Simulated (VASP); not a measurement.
Write the native input for VASP 6.6.1 that does the following.

- Task: single point
- Functional: PBE
- Potentials or basis: VASP PAW PBE potentials, release 64 (Sn_d, O)
- Cutoff: 520 eV
- k mesh: 6 × 6 × 6
- Occupations: gaussian, width 0.05 eV
- Spin: no spin polarisation
- Dipole correction: no
- Further INCAR settings: ALGO = Fast; EDIFF = 1e-06; NBANDS = 64

The structure of SnO2 lies in POSCAR:

```
SnO2
1.0
    0.0000000000      4.5220682583      4.5220682583
    4.5220682583      0.0000000000      4.5220682583
    4.5220682583      4.5220682583      0.0000000000
Sn O
4 8
Direct
    0.2627688183      0.1053187402      0.4872311817
    0.6250000000      0.1250000000      0.1250000000
    0.1250000000      0.6250000000      0.1250000000
    0.1250000000      0.1250000000      0.1250000000
    0.8910551956      0.8910551956      0.8910551956
    0.8910551956      0.3268344131      0.8910551956
    0.8910551956      0.8910551956      0.3268344131
    0.3268344131      0.8910551956      0.8910551956
    0.9231655869      0.3589448044      0.3589448044
    0.3589448044      0.3589448044      0.9231655869
    0.3589448044      0.9231655869      0.3589448044
    0.3589448044      0.3589448044      0.3589448044
```

This cell differs from its parent crystal: atom 1 (Sn) moved by -0.712 Å along [1 0 0] and +0.534 Å along [0 0 1].

The input as run:

INCAR

```
PREC = Accurate
ENCUT = 520
EDIFF = 1E-6
ISMEAR = 0
SIGMA = 0.05
LREAL = False
LASPH = True
NELM = 60
ALGO = Fast
ISIF = 2
LWAVE = False
LCHARG = False
GGA = PE
NBANDS = 64
```

KPOINTS

```
regular mesh
0
Gamma
  6 6 6
```

Potentials or basis: VASP PAW PBE potentials, release 64 (Sn_d, O).

Run with:

```bash
$ cat potpaw_PBE.64/Sn_d/POTCAR potpaw_PBE.64/O/POTCAR > POTCAR
$ mpirun -np 1 vasp_std > vasp.out
```

Results of the run:

```yaml
Pressure: 26.5 GPa
Largest_force: 41.983 eV/Å
```

Caveat: the cell differs from its parent crystal (atom 1 (Sn) moved by -0.712 Å along [1 0 0] and +0.534 Å along [0 0 1]); the cell stands under pressure; forces of over 1 eV/Å act on the atoms, so gaps and moduli don't describe the material at rest.

Run time: 49 min on 1 thread of Oxide Virtual Turin-like Processor (shared host), peak memory 0.93 GiB.
